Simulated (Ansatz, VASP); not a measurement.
**Two plane-wave programs on Ga**

```xyz
6
Lattice="-2.9353 2.9353 2.9353 2.9353 -2.9353 2.9353 2.9353 2.9353 -2.9353" Properties=species:S:1:pos:R:3 pbc="T T T"
Ga    2.2015    0.0000    1.4676
Ga    1.4676    2.2015    0.0000
Ga    0.7338    0.0000    4.4029
Ga    4.4029    0.7338    0.0000
Ga    0.0000    1.4676    2.2015
Ga    0.0000    4.4029    0.7338
```

Alike in both runs: task single point; functional PBEsol; k mesh 6 × 6 × 6; occupations fermi-dirac, width 0.15 eV; no spin polarisation.

|  | VASP | Ansatz |
| --- | --- | --- |
| version | VASP 6.6.1 | Ansatz 0.2.0 |
| potentials or method | VASP PAW PBE potentials, release 64 (Ga_d), cutoff 520 eV | plane waves, PAW |
| valence electrons in the cell | 78 | 78 |

```tsv
	VASP	Ansatz	Ansatz less VASP
pressure (GPa)	3.5	3.3	-0.17
```

VASP's potentials were made for PBE, not for PBEsol.
